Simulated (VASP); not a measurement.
# Ti2NbB3 (P4/mmm) in VASP: a series of runs

Runs on Ti2NbB3. Level: PBE. Tasks: single point, relaxation of cell and atoms.

Everything below comes from runs of VASP 6.6.1. Logs are shortened: lines on timing, memory, paths and dates and some standing lists are left out, and cuts for length are marked.

## (1) The cell of the first run

The structure is tetragonal, space group P4/mmm (No. 123). Conventional cell: a = 4.084 Å, b = 4.084 Å, c = 4.709 Å, α = 90.00°, β = 90.00°, γ = 90.00°. Ti (site symmetry 4/mmm) has 4 B at 2.04 Å and 2 Nb at 2.35 Å within 2.7 Å. Within 3.2 Å of Ti (site symmetry 4/mmm) lie 10 B at 2.35 to 3.12 Å and 4 Nb at 2.89 Å. Nb (site symmetry 4/mmm) has 6 Ti at 2.35 to 2.89 Å and 8 B at 3.12 Å within 3.2 Å. B (site symmetry mmm) has 2 Ti at 2.04 Å and 2 B at 2.04 Å within 2.7 Å. Within 2.7 Å of B (site symmetry 4/mmm) lie 4 B at 2.04 Å and 2 Ti at 2.35 Å.

The cell was built from a structure type or drawn by symmetry, and may not be a known phase.

## (2) Single point, PBE

Input file INCAR:

```
SYSTEM = Ti2NbB3
  ALGO = Normal
  EDIFF = 1E-6
  ENCUT = 520
  GGA = PE
  ISIF = 2
  ISMEAR = 0
  LASPH = .TRUE.
  LCHARG = .FALSE.
  LREAL = .FALSE.
  LWAVE = .FALSE.
  NBANDS = 32
  NELM = 100
  PREC = Accurate
  SIGMA = 0.1
```

Input file KPOINTS:

```
k-points
0
G
  10 10 8
  0 0 0
```

Input file POSCAR:

```
Ti2NbB3
1.0
    4.0840722403      0.0000000000      0.0000000000
    0.0000000000      4.0840722403      0.0000000000
    0.0000000000      0.0000000000      4.7088312777
Ti Nb B
2 1 3
Direct
    0.0000000000      0.0000000000      0.5000000000
    0.5000000000      0.5000000000      0.0000000000
    0.0000000000      0.0000000000      0.0000000000
    0.0000000000      0.5000000000      0.5000000000
    0.5000000000      0.0000000000      0.5000000000
    0.5000000000      0.5000000000      0.5000000000
```

Potentials or basis: VASP PAW PBE potentials, release 64 (Ti_sv, Nb_sv, B).

Run with:

```bash
$ cat potpaw_PBE.64/Ti_sv/POTCAR potpaw_PBE.64/Nb_sv/POTCAR potpaw_PBE.64/B/POTCAR > POTCAR
$ mpirun -np 1 vasp_std > vasp.out
```

OUTCAR:

```text
SYSTEM = Ti2NbB3
   EDIFF = 1E-6
   ENCUT = 520
   GGA = PE
   ISIF = 2
   ISMEAR = 0
   LASPH = .TRUE.
   LREAL = .FALSE.
   NELM = 100
   PREC = Accurate

 ion  position               nearest neighbor table
   1  0.000  0.000  0.500-   4 2.04   5 2.04   4 2.04   5 2.04   3 2.35   3 2.35
   2  0.500  0.500  0.000-   6 2.35   6 2.35   3 2.89   3 2.89   3 2.89   3 2.89
   3  0.000  0.000  0.000-   1 2.35   1 2.35   2 2.89   2 2.89   2 2.89   2 2.89
   4  0.000  0.500  0.500-   1 2.04   6 2.04   1 2.04   6 2.04
   5  0.500  0.000  0.500-   1 2.04   6 2.04   6 2.04   1 2.04
   6  0.500  0.500  0.500-   4 2.04   5 2.04   5 2.04   4 2.04   2 2.35   2 2.35

  LATTYP: Found a simple tetragonal cell.
 ALAT       =     4.0840722403
 C/A-ratio  =     1.1529745315

  Lattice vectors:

 A1 = (   4.0840722403,   0.0000000000,   0.0000000000)
 A2 = (   0.0000000000,   4.0840722403,   0.0000000000)
 A3 = (   0.0000000000,   0.0000000000,   4.7088312777)

Analysis of symmetry for initial positions (statically):
=====================================================================
 Subroutine PRICEL returns:
 Original cell was already a primitive cell.

 Routine SETGRP: Setting up the symmetry group for a
 simple tetragonal supercell.

 Subroutine GETGRP returns: Found 16 space group operations
 (whereof 16 operations were pure point group operations)
 out of a pool of 16 trial point group operations.

The static configuration has the point symmetry D_4h.

Analysis of symmetry for dynamics (positions and initial velocities):
=====================================================================
 Subroutine PRICEL returns:
 Original cell was already a primitive cell.

 Routine SETGRP: Setting up the symmetry group for a
 simple tetragonal supercell.

 Subroutine GETGRP returns: Found 16 space group operations
 (whereof 16 operations were pure point group operations)
 out of a pool of 16 trial point group operations.

The dynamic configuration has the point symmetry D_4h.

 Subroutine INISYM returns: Found 16 space group operations
 (whereof 16 operations are pure point group operations),
 and found     1 'primitive' translations

----------------------------------------------------------------------------------------

                                     Primitive cell

  volume of cell :      78.5416

  direct lattice vectors                    reciprocal lattice vectors
     4.084072240  0.000000000  0.000000000     0.244853651  0.000000000  0.000000000
     0.000000000  4.084072240  0.000000000     0.000000000  0.244853651  0.000000000
     0.000000000  0.000000000  4.708831278     0.000000000  0.000000000  0.212366921

  length of vectors
     4.084072240  4.084072240  4.708831278     0.244853651  0.244853651  0.212366921

  position of ions in fractional coordinates (direct lattice)
     0.000000000  0.000000000  0.500000000
     0.500000000  0.500000000  0.000000000
     0.000000000  0.000000000  0.000000000
     0.000000000  0.500000000  0.500000000
     0.500000000  0.000000000  0.500000000
     0.500000000  0.500000000  0.500000000

  ion indices of the primitive-cell ions
   primitive index   ion index
                 1           1
                 2           2
                 3           3
                 4           4
                 5           5
                 6           6

----------------------------------------------------------------------------------------

 KPOINTS: k-points

Automatic generation of k-mesh.
 Grid dimensions read from file:
 generate k-points for:   10   10    8

 Generating k-lattice:

  Cartesian coordinates                     Fractional coordinates (reciprocal lattice)
     0.024485365  0.000000000  0.000000000     0.100000000  0.000000000  0.000000000
     0.000000000  0.024485365  0.000000000     0.000000000  0.100000000  0.000000000
     0.000000000  0.000000000  0.026545865     0.000000000  0.000000000  0.125000000

  Length of vectors
     0.024485365  0.024485365  0.026545865

  Shift w.r.t. Gamma in fractional coordinates (k-lattice)
     0.000000000  0.000000000  0.000000000

 Subroutine IBZKPT returns following result:
 ===========================================

 Found    105 irreducible k-points:

 Following reciprocal coordinates:
            Coordinates               Weight
  0.000000  0.000000  0.000000      1.000000
  0.100000  0.000000  0.000000      4.000000
  0.200000  0.000000  0.000000      4.000000
  0.300000  0.000000  0.000000      4.000000
  0.400000  0.000000  0.000000      4.000000
  0.500000  0.000000  0.000000      2.000000
[... 16 lines left out ...]
  0.100000  0.000000  0.125000      8.000000
  0.200000  0.000000  0.125000      8.000000
 [... further k-points ...]
   k-points           NKPTS =    105   k-points in BZ     NKDIM =    105   number of bands    NBANDS=     32
   number of dos      NEDOS =    301   number of ions     NIONS =      6
   total plane-waves  NPLWV =  32400
   dimension x,y,z NGX =    30 NGY =   30 NGZ =   36
   dimension x,y,z NGXF=    60 NGYF=   60 NGZF=   72
   ions per type =               2   1   3
   NGX,Y,Z   is equivalent  to a cutoff of  12.21, 12.21, 12.71 a.u.
   NGXF,Y,Z  is equivalent  to a cutoff of  24.42, 24.42, 25.42 a.u.
 SYSTEM =  Ti2NbB3
   PREC   = accura    normal or accurate (medium, high low for compatibility)
   ISTART =      0    job   : 0-new  1-cont  2-samecut
   ICHARG =      2    charge: 1-file 2-atom 10-const
   ISPIN  =      1    spin polarized calculation?
   LNONCOLLINEAR =      F non collinear calculations
   LSORBIT =      F    spin-orbit coupling
   LASPH  =      T    aspherical Exc in radial PAW
   ENCUT  =  520.0 eV  38.22 Ry    6.18 a.u.   7.59  7.59  8.76*2*pi/ulx,y,z
   NELM   =    100;   NELMIN=  2; NELMDL= -5     # of ELM steps
   EDIFF  = 0.1E-05   stopping-criterion for ELM
   LREAL  =      F    real-space projection
   EDIFFG = 0.1E-04   stopping-criterion for IOM
   NSW    =      0    number of steps for IOM
   IBRION =     -1    ionic relax: 0-MD 1-quasi-New 2-CG
   NFREE  =      0    steps in history (QN), initial steepest desc. (CG)
   ISIF   =      2    stress and relaxation
   ISYM   =      2    0-nonsym 1-usesym 2-fastsym
   POTIM  = 0.5000    time-step for ionic-motion
   TEBEG  =    0.0;   TEEND  =   0.0 temperature during run
   PSTRESS=    0.0 pullay stress
   NELECT =      46.0000    total number of electrons
   NUPDOWN=      -1.0000    fix difference up-down
   EMIN   =  10.00;   EMAX   =-10.00  energy-range for DOS
   EFERMI =   0.00;   METHOD = LEGACY
   ISMEAR =     0;   SIGMA  =   0.10  broadening in eV -4-tet -1-fermi 0-gaus
   EFERMI_NEDOS =   21; number of points for ismear=-14 and -15
   IALGO  =     38    algorithm
   IMIX   =      4    mixing-type and parameters
     AMIX     =   0.40;   BMIX     =  1.00
     AMIX_MAG =   1.60;   BMIX_MAG =  1.00
  volume/ion in A,a.u.               =      13.09        88.34
  Fermi-wavevector in a.u.,A,eV,Ry     =   1.369706  2.588370 25.525827  1.876095
  Thomas-Fermi vector in A             =   2.495558
   LORBIT       =      0    0 simple, 1 ext, 2 COOP (PROOUT), +10 PAW based schemes
   GGA     = PE    functional components
   LHFCALC =     F    Hartree Fock is set to
   AEXX    =    0.0000 exact exchange contribution
   IVDW    =     0    specifies the selected vdW correction
   LEPSILON=     F    determine dielectric tensor
   LRPA    =     F    only Hartree local field effects (RPA)
 non-spin polarized calculation
 Gauss-broadening in eV      SIGMA  =   0.10
  energy-cutoff  :      520.00
  volume of cell :       78.54
 maximum number of plane-waves:      2140
   NGX = 15   NGY = 15   NGZ = 17

 number of electron      46.0000009 magnetization

 Free energy of the ion-electron system (eV)
  ---------------------------------------------------
  ext. energy  EPLUGINS =         0.00000000
  ---------------------------------------------------
  free energy    TOTEN  =       -39.11308255 eV

  energy without entropy =      -39.08953419  energy(sigma->0) =      -39.10130837

 E-fermi :   8.1222     XC(G=0): -11.5495

 val. band max:        8.1137904747   @ k =   0.1000   0.0000   0.3750
 cond. band min:       8.1233582030   @ k =   0.5000   0.5000   0.3750
 fundamental gap:      0.0095677283
 Fermi energy:         8.1222242738

 k-point     1 :       0.0000    0.0000    0.0000
  band No.  band energies     occupation
      1     -48.9804      2.00000
      2     -47.7252      2.00000
      3     -46.4471      2.00000
      4     -25.2837      2.00000
      5     -25.2531      2.00000
      6     -25.2531      2.00000
[... 24 lines left out ...]
     31      11.2782      0.00000
     32      11.8043      0.00000

 k-point     2 :       0.1000    0.0000    0.0000
  band No.  band energies     occupation
      1     -48.9802      2.00000
      2     -47.7253      2.00000
      3     -46.4472      2.00000
      4     -25.2828      2.00000
      5     -25.2521      2.00000
      6     -25.2513      2.00000
[... 24 lines left out ...]
     31      11.1992      0.00000
     32      11.8068      0.00000

 k-point     3 :       0.2000    0.0000    0.0000
  band No.  band energies     occupation
      1     -48.9798      2.00000
      2     -47.7254      2.00000
      3     -46.4475      2.00000
      4     -25.2804      2.00000
      5     -25.2492      2.00000
      6     -25.2465      2.00000
[... 24 lines left out ...]
     31      10.9362      0.00000
     32      11.4049      0.00000

 k-point     4 :       0.3000    0.0000    0.0000
  band No.  band energies     occupation
      1     -48.9792      2.00000
      2     -47.7256      2.00000
      3     -46.4478      2.00000
      4     -25.2775      2.00000
      5     -25.2456      2.00000
      6     -25.2404      2.00000
[... 654 lines left out ...]
     31      11.0796      0.00000
     32      11.2964      0.00000

 k-point    23 :       0.1000    0.0000    0.1250
  band No.  band energies     occupation
      1     -48.9802      2.00000
      2     -47.7181      2.00000
      3     -46.4568      2.00000
      4     -25.2808      2.00000
      5     -25.2519      2.00000
      6     -25.2511      2.00000
[... 24 lines left out ...]
     31      11.1225      0.00000
     32      11.2231      0.00000

 k-point    24 :       0.2000    0.0000    0.1250
  band No.  band energies     occupation
      1     -48.9798      2.00000
      2     -47.7182      2.00000
      3     -46.4571      2.00000
      4     -25.2791      2.00000
      5     -25.2491      2.00000
      6     -25.2463      2.00000
[... 24 lines left out ...]
     31      10.9496      0.00000
     32      11.3581      0.00000

 [... further k-points ...]

------------------------ aborting loop because EDIFF is reached ----------------------------------------

  FORCE on cell =-STRESS in cart. coord.  units (eV):
  Direction    XX          YY          ZZ          XY          YZ          ZX
  --------------------------------------------------------------------------------------
  -------------------------------------------------------------------------------------
  Total       -0.1325336     -0.1325336      0.0752574      0.0000000     -0.0000000      0.0000000
  in kB       -2.7035648     -2.7035648      1.5351817      0.0000000     -0.0000000      0.0000000
  external PRESSURE =      -1.2906493 kB  Pullay stress =       0.0000000 kB

 VOLUME and BASIS-vectors are now :
 -----------------------------------------------------------------------------
  energy-cutoff  :      520.00
  volume of cell :       78.54
      direct lattice vectors                 reciprocal lattice vectors
     4.084072240  0.000000000  0.000000000     0.244853651  0.000000000  0.000000000
     0.000000000  4.084072240  0.000000000     0.000000000  0.244853651  0.000000000
     0.000000000  0.000000000  4.708831278     0.000000000  0.000000000  0.212366921

 POSITION                                       TOTAL-FORCE (eV/Angst)
 -----------------------------------------------------------------------------------
      0.00000      0.00000      2.35442         0.000000      0.000000      0.000000
      2.04204      2.04204      0.00000         0.000000      0.000000      0.000000
      0.00000      0.00000      0.00000         0.000000      0.000000      0.000000
      0.00000      2.04204      2.35442         0.000000      0.000000      0.000000
      2.04204      0.00000      2.35442         0.000000      0.000000      0.000000
      2.04204      2.04204      2.35442         0.000000      0.000000      0.000000
 -----------------------------------------------------------------------------------
    total drift:                                0.000000      0.000000     -0.000000

  FREE ENERGIE OF THE ION-ELECTRON SYSTEM (eV)
  ---------------------------------------------------
  free  energy   TOTEN  =       -39.1130825480 eV

  energy  without entropy=      -39.0895341855  energy(sigma->0) =      -39.10130837
```

Wall time 6.8 min (1 thread of Intel Xeon 8259CL, shared host); peak memory 0.36 GiB.

What came out:

```yaml
Free_energy: -39.1131 eV
Pressure: -0.1 GPa
Band_gap_on_the_k_mesh: zero (bands 23 and 24 overlap by 1.08 eV)
```

(Part 1 of 2 ends here.)
